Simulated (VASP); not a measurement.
# MgB2 (P6/mmm) in VASP: further runs

Runs on MgB2. Level: r2SCAN. Tasks: single point.

Everything below comes from runs of VASP 6.6.1. Logs are shortened: lines on timing, memory, paths and dates and some standing lists are left out, and cuts for length are marked.

## Step 1: The cell of the first run

Symmetry: P6/mmm, No. 191, hexagonal system. Conventional cell: a = 3.037 Å, b = 3.037 Å, c = 3.442 Å, α = 90.00°, β = 90.00°, γ = 120.00°. Mg (site symmetry 6/mmm) has 12 B at 2.46 Å and 6 Mg at 3.04 Å within 3.2 Å. Within 2.3 Å of B (site symmetry -6m2) lie 3 B at 1.75 Å.

## Step 2: Single point, r2SCAN (volume scaled by 0.960)

POSCAR reads:

```
MgB2
1.0
    3.0365221043      0.0000000000      0.0000000000
   -1.5182610521      2.6297052815      0.0000000000
    0.0000000000      0.0000000000      3.4416003059
Mg B
1 2
Direct
    0.0000000000      0.0000000000      0.0000000000
    0.3333333333      0.6666666667      0.5000000000
    0.6666666667      0.3333333333      0.5000000000
```

INCAR.step1 reads:

```
SYSTEM = MgB2
PREC = Accurate
ENCUT = 520
ISMEAR = 0
SIGMA = 0.05
LREAL = .FALSE.
LASPH = .TRUE.
NELM = 100
NBANDS = 11
GGA = PE
ALGO = Normal
EDIFF = 1E-4
LWAVE = .TRUE.
LCHARG = .FALSE.
```

INCAR.step2 reads:

```
SYSTEM = MgB2
PREC = Accurate
ENCUT = 520
EDIFF = 1E-6
ISMEAR = 0
SIGMA = 0.05
LREAL = .FALSE.
LASPH = .TRUE.
NELM = 100
ALGO = Normal
ISIF = 2
LWAVE = .FALSE.
LCHARG = .FALSE.
METAGGA = R2SCAN
LMIXTAU = .TRUE.
NBANDS = 11
ISTART = 1
```

KPOINTS reads:

```
Automatic mesh
0
G
  14 14 12
  0 0 0
```

Potentials or basis: VASP PAW PBE potentials, release 64 (Mg, B).

The run is started by

```sh
$ cat potpaw_PBE.64/Mg/POTCAR potpaw_PBE.64/B/POTCAR > POTCAR
$ cp INCAR.step1 INCAR
$ mpirun -np 1 vasp_std > vasp.out
$ cp INCAR.step2 INCAR
$ mpirun -np 1 vasp_std > vasp.out
```

OUTCAR:

```text
SYSTEM = MgB2
   PREC = Accurate
   ENCUT = 520
   EDIFF = 1E-6
   ISMEAR = 0
   LREAL = .FALSE.
   LASPH = .TRUE.
   NELM = 100
   ISIF = 2
   METAGGA = R2SCAN
   ISTART = 1

 ion  position               nearest neighbor table
   1  0.000  0.000  0.000-   2 2.46   3 2.46   2 2.46   3 2.46   2 2.46   2 2.46   3 2.46   3 2.46
                             3 2.46   3 2.46   2 2.46   2 2.46
   2  0.333  0.667  0.500-   3 1.75   3 1.75   3 1.75   1 2.46   1 2.46   1 2.46   1 2.46   1 2.46
                             1 2.46
   3  0.667  0.333  0.500-   2 1.75   2 1.75   2 1.75   1 2.46   1 2.46   1 2.46   1 2.46   1 2.46
                             1 2.46

  LATTYP: Found a hexagonal cell.
 ALAT       =     3.0365221043
 C/A-ratio  =     1.1334020263

  Lattice vectors:

 A1 = (   3.0365221043,   0.0000000000,   0.0000000000)
 A2 = (  -1.5182610521,   2.6297052815,   0.0000000000)
 A3 = (   0.0000000000,   0.0000000000,   3.4416003059)

Analysis of symmetry for initial positions (statically):
=====================================================================
 Subroutine PRICEL returns:
 Original cell was already a primitive cell.

 Routine SETGRP: Setting up the symmetry group for a
 hexagonal supercell.

 Subroutine GETGRP returns: Found 24 space group operations
 (whereof 24 operations were pure point group operations)
 out of a pool of 24 trial point group operations.

The static configuration has the point symmetry D_6h.

Analysis of symmetry for dynamics (positions and initial velocities):
=====================================================================
 Subroutine PRICEL returns:
 Original cell was already a primitive cell.

 Routine SETGRP: Setting up the symmetry group for a
 hexagonal supercell.

 Subroutine GETGRP returns: Found 24 space group operations
 (whereof 24 operations were pure point group operations)
 out of a pool of 24 trial point group operations.

The dynamic configuration has the point symmetry D_6h.

 Subroutine INISYM returns: Found 24 space group operations
 (whereof 24 operations are pure point group operations),
 and found     1 'primitive' translations

----------------------------------------------------------------------------------------

                                     Primitive cell

  volume of cell :      27.4817

  direct lattice vectors                    reciprocal lattice vectors
     3.036522104  0.000000000  0.000000000     0.329324130  0.190135375  0.000000000
    -1.518261052  2.629705282  0.000000000     0.000000000  0.380270750  0.000000000
     0.000000000  0.000000000  3.441600306     0.000000000  0.000000000  0.290562503

  length of vectors
     3.036522104  3.036522104  3.441600306     0.380270750  0.380270750  0.290562503

  position of ions in fractional coordinates (direct lattice)
     0.000000000  0.000000000  0.000000000
     0.333333333  0.666666667  0.500000000
     0.666666667  0.333333333  0.500000000

  ion indices of the primitive-cell ions
   primitive index   ion index
                 1           1
                 2           2
                 3           3

----------------------------------------------------------------------------------------

 KPOINTS: Automatic mesh

Automatic generation of k-mesh.
 Grid dimensions read from file:
 generate k-points for:   14   14   12

 Generating k-lattice:

  Cartesian coordinates                     Fractional coordinates (reciprocal lattice)
     0.023523152  0.013581098  0.000000000     0.071428571  0.000000000  0.000000000
     0.000000000  0.027162196  0.000000000     0.000000000  0.071428571  0.000000000
     0.000000000  0.000000000  0.024213542     0.000000000  0.000000000  0.083333333

  Length of vectors
     0.027162196  0.027162196  0.024213542

  Shift w.r.t. Gamma in fractional coordinates (k-lattice)
     0.000000000  0.000000000  0.000000000

 Subroutine IBZKPT returns following result:
 ===========================================

 Found    168 irreducible k-points:

 Following reciprocal coordinates:
            Coordinates               Weight
  0.000000  0.000000  0.000000      1.000000
  0.071429  0.000000  0.000000      6.000000
  0.142857 -0.000000  0.000000      6.000000
  0.214286  0.000000  0.000000      6.000000
  0.285714 -0.000000  0.000000      6.000000
  0.357143 -0.000000  0.000000      6.000000
[... 16 lines left out ...]
  0.285714  0.285714  0.000000      6.000000
  0.357143  0.285714  0.000000      6.000000
 [... further k-points ...]
   k-points           NKPTS =    168   k-points in BZ     NKDIM =    168   number of bands    NBANDS=     11
   number of dos      NEDOS =    301   number of ions     NIONS =      3
   total plane-waves  NPLWV =  16128
   dimension x,y,z NGX =    24 NGY =   24 NGZ =   28
   dimension x,y,z NGXF=    48 NGYF=   48 NGZF=   56
   ions per type =               1   2
   NGX,Y,Z   is equivalent  to a cutoff of  13.14, 13.14, 13.53 a.u.
   NGXF,Y,Z  is equivalent  to a cutoff of  26.28, 26.28, 27.05 a.u.
 SYSTEM =  MgB2
   PREC   = accura    normal or accurate (medium, high low for compatibility)
   ISTART =      1    job   : 0-new  1-cont  2-samecut
   ICHARG =      0    charge: 1-file 2-atom 10-const
   ISPIN  =      1    spin polarized calculation?
   LNONCOLLINEAR =      F non collinear calculations
   LSORBIT =      F    spin-orbit coupling
   LASPH  =      T    aspherical Exc in radial PAW
   ENCUT  =  520.0 eV  38.22 Ry    6.18 a.u.   5.65  5.65  6.40*2*pi/ulx,y,z
   NELM   =    100;   NELMIN=  2; NELMDL=  0     # of ELM steps
   EDIFF  = 0.1E-05   stopping-criterion for ELM
   LREAL  =      F    real-space projection
   EDIFFG = 0.1E-04   stopping-criterion for IOM
   NSW    =      0    number of steps for IOM
   IBRION =     -1    ionic relax: 0-MD 1-quasi-New 2-CG
   NFREE  =      0    steps in history (QN), initial steepest desc. (CG)
   ISIF   =      2    stress and relaxation
   ISYM   =      2    0-nonsym 1-usesym 2-fastsym
   POTIM  = 0.5000    time-step for ionic-motion
   TEBEG  =    0.0;   TEEND  =   0.0 temperature during run
   PSTRESS=    0.0 pullay stress
   NELECT =       8.0000    total number of electrons
   NUPDOWN=      -1.0000    fix difference up-down
   EMIN   =  10.00;   EMAX   =-10.00  energy-range for DOS
   EFERMI =   0.00;   METHOD = LEGACY
   ISMEAR =     0;   SIGMA  =   0.05  broadening in eV -4-tet -1-fermi 0-gaus
   EFERMI_NEDOS =   21; number of points for ismear=-14 and -15
   IALGO  =     38    algorithm
   IMIX   =      4    mixing-type and parameters
     AMIX     =   0.40;   BMIX     =  1.00
     AMIX_MAG =   1.60;   BMIX_MAG =  1.00
  volume/ion in A,a.u.               =       9.16        61.82
  Fermi-wavevector in a.u.,A,eV,Ry     =   1.084984  2.050323 16.016659  1.177191
  Thomas-Fermi vector in A             =   2.221087
   LORBIT       =      0    0 simple, 1 ext, 2 COOP (PROOUT), +10 PAW based schemes
   METAGGA = R2SCAN    functional components
   LHFCALC =     F    Hartree Fock is set to
   AEXX    =    0.0000 exact exchange contribution
   IVDW    =     0    specifies the selected vdW correction
   LEPSILON=     F    determine dielectric tensor
   LRPA    =     F    only Hartree local field effects (RPA)
 non-spin polarized calculation
 Gauss-broadening in eV      SIGMA  =   0.05
  energy-cutoff  :      520.00
  volume of cell :       27.48
 maximum number of plane-waves:       763
 NGX is ok and might be reduce to    24
   NGX = 11   NGY = 11   NGZ = 13

 number of electron       8.0000000 magnetization

 Free energy of the ion-electron system (eV)
  ---------------------------------------------------
  ext. energy  EPLUGINS =         0.00000000
  ---------------------------------------------------
  free energy    TOTEN  =       -19.38583703 eV

  energy without entropy =      -19.38523208  energy(sigma->0) =      -19.38553455

 E-fermi :   5.6627     XC(G=0): -11.7645

 val. band max:        5.6543315343   @ k =   0.0714   0.0000   0.1667
 cond. band min:       5.7006903624   @ k =   0.0714   0.0714   0.4167
 fundamental gap:      0.0463588281
 Fermi energy:         5.6626955316

 k-point     1 :       0.0000    0.0000    0.0000
  band No.  band energies     occupation
      1      -7.8927      2.00000
      2       2.5076      2.00000
      3       6.0502      0.00000
      4       6.0502      0.00000
      5       7.9061      0.00000
      6      12.4469      0.00000
      7      12.4469      0.00000
      8      14.6286      0.00000
      9      16.9218      0.00000
     10      20.0395      0.00000
     11      23.4950      0.00000

 k-point     2 :       0.0714    0.0000    0.0000
  band No.  band energies     occupation
      1      -7.7965      2.00000
      2       2.6013      2.00000
      3       5.5420      1.99936
      4       5.8108      0.00003
      5       7.9811      0.00000
      6      12.4481      0.00000
      7      12.8856      0.00000
      8      14.8424      0.00000
      9      16.5385      0.00000
     10      20.4885      0.00000
     11      23.0763      0.00000

 k-point     3 :       0.1429   -0.0000    0.0000
  band No.  band energies     occupation
      1      -7.5088      2.00000
      2       2.8808      2.00000
      3       4.2988      2.00000
      4       5.2504      2.00000
      5       8.2211      0.00000
      6      12.2491      0.00000
      7      14.0390      0.00000
      8      15.4469      0.00000
      9      15.5020      0.00000
     10      21.6823      0.00000
     11      22.2416      0.00000

 k-point     4 :       0.2143    0.0000    0.0000
  band No.  band energies     occupation
      1      -7.0322      2.00000
      2       2.7472      2.00000
      3       3.3407      2.00000
      4       4.6131      2.00000
      5       8.6114      0.00000
      6      11.8812      0.00000
      7      14.0669      0.00000
      8      15.6443      0.00000
      9      15.9876      0.00000
     10      21.6385      0.00000
     11      21.7007      0.00000

 k-point     5 :       0.2857   -0.0000    0.0000
  band No.  band energies     occupation
      1      -6.3713      2.00000
      2       1.1299      2.00000
      3       3.9674      2.00000
      4       4.0429      2.00000
      5       9.0961      0.00000
      6      11.5520      0.00000
      7      12.4886      0.00000
      8      15.9332      0.00000
      9      17.5110      0.00000
     10      20.8573      0.00000
     11      21.7816      0.00000
[... 211 lines left out ...]
 k-point    21 :       0.2857    0.2143    0.0000
  band No.  band energies     occupation
      1      -4.4492      2.00000
      2      -0.8096      2.00000
      3       0.8984      2.00000
      4       5.7383      0.03259
      5       9.7462      0.00000
      6      11.1213      0.00000
      7      13.2142      0.00000
      8      15.1952      0.00000
      9      16.5981      0.00000
     10      18.5674      0.00000
     11      19.4826      0.00000

 k-point    22 :       0.3571    0.2143    0.0000
  band No.  band energies     occupation
      1      -3.4482      2.00000
      2      -2.0062      2.00000
      3       0.6264      2.00000
      4       6.4836      0.00000
      5       8.8052      0.00000
      6      11.8979      0.00000
      7      12.6308      0.00000
      8      15.3283      0.00000
      9      16.2116      0.00000
     10      18.9833      0.00000
     11      20.1846      0.00000

 k-point    23 :       0.2857    0.2857    0.0000
  band No.  band energies     occupation
      1      -3.5030      2.00000
      2      -1.4220      2.00000
      3      -0.0975      2.00000
      4       6.5744      0.00000
      5       8.7748      0.00000
      6      11.8977      0.00000
      7      13.0898      0.00000
      8      15.8662      0.00000
      9      15.9276      0.00000
     10      18.7548      0.00000
     11      19.1027      0.00000

 k-point    24 :       0.3571    0.2857    0.0000
  band No.  band energies     occupation
      1      -2.6896      2.00000
      2      -2.1364      2.00000
      3      -0.4239      2.00000
      4       7.1918      0.00000
      5       8.1117      0.00000
      6      12.4378      0.00000
      7      12.7417      0.00000
      8      15.6208      0.00000
      9      16.1792      0.00000
     10      18.8823      0.00000
     11      19.9704      0.00000

 [... further k-points ...]
[... 5 lines left out ...]
  --------------------------------------------------------------------------------------
  -------------------------------------------------------------------------------------
  Total        1.0751937      1.0751937      1.0125695      0.0000000     -0.0000000      0.0000000
  in kB       62.6835161     62.6835161     59.0325385      0.0000000     -0.0000000      0.0000000
  external PRESSURE =      61.4665236 kB  Pullay stress =       0.0000000 kB

 VOLUME and BASIS-vectors are now :
 -----------------------------------------------------------------------------
  energy-cutoff  :      520.00
  volume of cell :       27.48
      direct lattice vectors                 reciprocal lattice vectors
     3.036522104  0.000000000  0.000000000     0.329324130  0.190135375  0.000000000
    -1.518261052  2.629705282  0.000000000     0.000000000  0.380270750  0.000000000
     0.000000000  0.000000000  3.441600306     0.000000000  0.000000000  0.290562503

 POSITION                                       TOTAL-FORCE (eV/Angst)
 -----------------------------------------------------------------------------------
      0.00000      0.00000      0.00000        -0.000000      0.000000      0.000000
     -0.00000      1.75314      1.72080        -0.000000      0.000000      0.000000
      1.51826      0.87657      1.72080         0.000000     -0.000000      0.000000
 -----------------------------------------------------------------------------------
    total drift:                                0.000000     -0.000000      0.000000

  FREE ENERGIE OF THE ION-ELECTRON SYSTEM (eV)
  ---------------------------------------------------
  free  energy   TOTEN  =       -19.3858370324 eV

  energy  without entropy=      -19.3852320754  energy(sigma->0) =      -19.38553455
```

It took 5.2 min on 1 thread of AMD EPYC 7R13, shared host; peak memory 0.16 GiB.

Results:

| Quantity | Value |
| --- | --- |
| Free energy | -19.3858 eV |
| Pressure | 6.1 GPa |
| Band gap on the k mesh | zero (band 4 reaches 7.19 eV, above the bottom of band 5 at 3.88 eV) |

Levels at points of the mesh, in eV from the Fermi level:
```tsv
k point	band 1	band 2	band 3	band 4	band 5	band 6	band 7	band 8	band 9
(0.00, 0.00, 0.00)	-13.56	-3.16	0.39	0.39	2.24	6.78	6.78	8.97	11.26
(0.50, 0.00, 0.00)	-9.37	-8.53	-2.42	0.24	3.47	4.21	6.16	8.50	14.20
(0.00, 0.00, 0.50)	-12.17	-7.99	0.83	0.83	7.09	7.09	8.83	11.13	11.66
(0.50, 0.00, 0.50)	-8.29	-7.55	-3.90	-2.10	-1.27	6.35	9.83	10.16	15.01
```

Caveat: the cell differs from its parent crystal (volume scaled by 0.960); the PAW data sets were made with another functional, which shifts forces and pressure a little.

## Step 3: Single point, r2SCAN (volume scaled by 0.980)

POSCAR reads:

```
MgB2
1.0
    3.0540211276      0.0000000000      0.0000000000
   -1.5270105638      2.6448598802      0.0000000000
    0.0000000000      0.0000000000      3.4731544269
Mg B
1 2
Direct
    0.0000000000      0.0000000000      0.0000000000
    0.3333333333      0.6666666667      0.5000000000
    0.6666666667      0.3333333333      0.5000000000
```

INCAR.step1 reads:

```
PREC = Accurate
ENCUT = 520
ISMEAR = 0
SIGMA = 0.05
LREAL = F
LASPH = T
NELM = 60
NBANDS = 11
GGA = PE
ALGO = Normal
EDIFF = 1E-4
LWAVE = T
LCHARG = F
```

INCAR.step2 reads:

```
PREC = Accurate
ENCUT = 520
EDIFF = 1E-6
ISMEAR = 0
SIGMA = 0.05
LREAL = F
LASPH = T
NELM = 60
ALGO = Normal
ISIF = 2
LWAVE = F
LCHARG = F
METAGGA = R2SCAN
LMIXTAU = T
NBANDS = 11
ISTART = 1
```

KPOINTS reads:

```
Automatic mesh
0
Gamma
  14 14 12
```

Potentials or basis: VASP PAW PBE potentials, release 64 (Mg, B).

The run is started by

```sh
$ cat potpaw_PBE.64/Mg/POTCAR potpaw_PBE.64/B/POTCAR > POTCAR
$ cp INCAR.step1 INCAR
$ mpirun -np 1 vasp_std > vasp.out
$ cp INCAR.step2 INCAR
$ mpirun -np 1 vasp_std > vasp.out
```

Run time: 5.5 min. Hardware: 1 thread of AMD EPYC 7R13, shared host; peak memory 0.16 GiB.

Results (log left out):

```
Free energy            : -19.4016 eV
Pressure               : 2.7 GPa
Band gap on the k mesh : zero (band 4 reaches 7.01 eV, above the bottom of band 5 at 3.77 eV)
```

Stress tensor (GPa, compression positive):
```
2.78 0.00 0.00
0.00 2.78 0.00
0.00 0.00 2.54
```

Levels at points of the mesh, in eV from the Fermi level:
| k point | band 2 | band 3 | band 4 | band 5 | band 6 | band 7 |
| --- | --- | --- | --- | --- | --- | --- |
| (0.00, 0.00, 0.00) | -3.15 | 0.39 | 0.39 | 2.13 | 6.72 | 6.72 |
| (0.50, 0.00, 0.00) | -8.44 | -2.38 | 0.22 | 3.40 | 4.18 | 6.00 |
| (0.00, 0.00, 0.50) | -7.90 | 0.81 | 0.81 | 7.03 | 7.03 | 8.74 |
| (0.50, 0.00, 0.50) | -7.48 | -3.84 | -2.07 | -1.26 | 6.23 | 9.71 |

Caveat: the cell differs from its parent crystal (volume scaled by 0.980); the PAW data sets were made with another functional, which shifts forces and pressure a little.

## Step 4: Single point, r2SCAN

This run uses another cell than the first one, of 9.54 Å³/atom, 1.042 times its volume.

POSCAR reads:

```
MgB2
1.0
    3.0705218418      0.0000000000      0.0000000000
   -1.5352609209      2.6591499179      0.0000000000
    0.0000000000      0.0000000000      3.5060468115
Mg B
1 2
Direct
    0.0000000000      0.0000000000      0.0000000000
    0.3333333333      0.6666666667      0.5000000000
    0.6666666667      0.3333333333      0.5000000000
```

INCAR.step1 reads:

```
SYSTEM = MgB2
PREC     = Accurate       ! precision mode
ENCUT    = 520            ! plane-wave cutoff, eV
ISMEAR   = 0              ! smearing method
SIGMA    = 0.05           ! smearing width, eV
LREAL    = .False.        ! projectors in reciprocal space
LASPH    = .True.         ! aspherical terms in the spheres
NELM     = 80             ! most SCF steps
NBANDS   = 11             ! bands
GGA      = PE             ! functional
ALGO     = Normal         ! electronic algorithm
EDIFF    = 1E-4           ! SCF threshold, eV
LWAVE    = .True.         ! write WAVECAR
LCHARG   = .False.        ! write CHGCAR
```

INCAR.step2 reads:

```
SYSTEM = MgB2
PREC     = Accurate       ! precision mode
ENCUT    = 520            ! plane-wave cutoff, eV
EDIFF    = 1E-6           ! SCF threshold, eV
ISMEAR   = 0              ! smearing method
SIGMA    = 0.05           ! smearing width, eV
LREAL    = .False.        ! projectors in reciprocal space
LASPH    = .True.         ! aspherical terms in the spheres
NELM     = 80             ! most SCF steps
ALGO     = Normal         ! electronic algorithm
ISIF     = 2              ! what is computed and relaxed
LWAVE    = .False.        ! write WAVECAR
LCHARG   = .True.         ! write CHGCAR
METAGGA  = R2SCAN         ! meta-GGA
LMIXTAU  = .True.       
LELF     = .True.         ! ELF
LVHAR    = .True.       
NBANDS   = 11             ! bands
ISTART   = 1
```

KPOINTS reads:

```
Automatic mesh
0
Gamma
  14 14 12
  0 0 0
```

The run is started by

```sh
$ cat potpaw_PBE.64/Mg/POTCAR potpaw_PBE.64/B/POTCAR > POTCAR
$ cp INCAR.step1 INCAR
$ mpirun -np 1 vasp_std > vasp.out
$ cp INCAR.step2 INCAR
$ mpirun -np 1 vasp_std > vasp.out
```

Run time: 5.7 min. Hardware: 1 thread of AMD EPYC 7R13, shared host; peak memory 0.16 GiB.

The run converged. Its results:

| Quantity | Value |
| --- | --- |
| Free energy | -19.4056 eV |
| Pressure | -0.4 GPa |
| Band gap on the k mesh | zero (band 4 reaches 6.84 eV, above the bottom of band 5 at 3.67 eV) |

Stress tensor (GPa, compression positive):
```
-0.31  0.00  0.00
 0.00 -0.31  0.00
 0.00  0.00 -0.63
```

Levels at points of the mesh, in eV from the Fermi level:
```tsv
k point	band 1	band 2	band 3	band 4	band 5	band 6	band 7	band 8	band 9
(0.00, 0.00, 0.00)	-13.31	-3.16	0.39	0.39	2.00	6.68	6.68	8.63	10.92
(0.50, 0.00, 0.00)	-9.23	-8.34	-2.34	0.20	3.32	4.16	5.84	8.00	13.70
(0.00, 0.00, 0.50)	-12.01	-7.81	0.80	0.80	6.99	6.99	8.66	10.58	11.07
(0.50, 0.00, 0.50)	-8.21	-7.42	-3.79	-2.04	-1.24	6.12	9.59	9.80	14.34
```

Caveat: the PAW data sets were made with another functional, which shifts forces and pressure a little.

(Part 1 of 2 ends here.)
